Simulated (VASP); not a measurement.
**Zr: electric field gradients with LDA**

The system is Zr.

```
Zr
1.0
    -1.78554    1.78554    1.78554
     1.78554   -1.78554    1.78554
     1.78554    1.78554   -1.78554
Zr
1
Direct
  0.00000 0.00000 0.00000
```

This cell differs from its parent crystal: volume scaled by 0.96.

```json
{"Program": "VASP 6.6.1", "Task": "electric field gradients", "Functional": "LDA", "Potentials or basis": "VASP PAW LDA potentials, release 64 (Zr_sv)", "Cutoff": "520 eV", "k mesh": "16 × 16 × 16", "Occupations": "fermi-dirac, width 0.03 eV", "Spin": "no spin polarisation", "Dipole correction": "no", "Further INCAR settings": "ALGO = Normal; EDIFF = 1e-08; NBANDS = 12"}
```

```json
{"Pressure": "-6.6 GPa", "Band gap on the k mesh": "zero (band 6 reaches 9.85 eV, above the bottom of band 7 at 8.01 eV)"}
```

Levels at points of the mesh, in eV from the Fermi level:
```
           k point  band 4  band 5  band 6  band 7  band 8  band 9
(0.00, 0.00, 0.00)  -25.78   -5.37    1.10    1.10    1.10    3.65
(0.50, 0.00, 0.00)  -25.79   -2.84   -0.73    1.77    3.64    4.33
(0.50, 0.50, 0.50)  -26.51   -2.62   -2.62    5.78    5.78    5.78
```

Run time: 38 s on 1 thread of Intel(R) Xeon(R) Platinum 8259CL CPU @ 2.50GHz (Skylake/Cascade Lake) (shared host), peak memory 0.15 GiB.

Caveat: without QUAD_EFG the Cq values of the log hold for a quadrupole moment of 1 mb, not for the nuclei.
